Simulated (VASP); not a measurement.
Wanted: the native input for a VASP 6.6.1 run.

```
Task                   : single point
Functional             : PBE
Potentials or basis    : VASP PAW PBE potentials, release 64 (Si, O)
Cutoff                 : 520 eV
k mesh                 : 6 × 6 × 5
Occupations            : fermi-dirac, width 0.05 eV
Spin                   : no spin polarisation
Dipole correction      : no
Further INCAR settings : ALGO = Normal; EDIFF = 1e-07; NBANDS = 34
```

The structure of SiO2 lies in POSCAR:

```
SiO2
1.0
    5.0610887587      0.0000000000      0.0000000000
   -2.5305443793      4.3830314358      0.0000000000
    0.0000000000      0.0000000000      5.5405014100
Si O
3 6
Direct
    0.5000000000      0.0000000000      0.0000000000
    0.5000000000      0.5000000000      0.3333333333
    0.0000000000      0.5000000000      0.6666666667
    0.4172565700      0.2086282850      0.1666666667
    0.7913717150      0.2086282850      0.8333333333
    0.2086282850      0.4172565700      0.5000000000
    0.5827434300      0.7913717150      0.1666666667
    0.2086282850      0.7913717150      0.8333333333
    0.7913717150      0.5827434300      0.5000000000
```

The input as run:

INCAR

```
SYSTEM = SiO2
PREC = Accurate
ENCUT = 520
EDIFF = 1E-7
ISMEAR = -1
SIGMA = 0.05
LREAL = .False.
LASPH = .True.
NELM = 60
ALGO = Normal
ISIF = 2
LWAVE = .False.
LCHARG = .True.
GGA = PE
LELF = .True.
LVHAR = .True.
NBANDS = 34
```

KPOINTS

```
Automatic mesh
0
Gamma
  6 6 5
  0 0 0
```

Potentials or basis: VASP PAW PBE potentials, release 64 (Si, O).

The run is started by

```bash
$ cat potpaw_PBE.64/Si/POTCAR potpaw_PBE.64/O/POTCAR > POTCAR
$ mpirun -np 1 vasp_std > vasp.out
```

It gave:

| Property | Result |
| --- | --- |
| Pressure | 5.1 GPa |
| Largest force | 0.237 eV/Å |
| Band gap on the k mesh | 5.71 eV (least direct gap 5.91 eV) |

Caveat: the cell stands under pressure; an odd mesh through Γ misses points on the zone boundary, where band edges can lie.

It took 2.1 min on 1 thread of Intel(R) Xeon(R) Platinum 8488C (Sapphire Rapids) (shared host), peak memory 0.26 GiB.
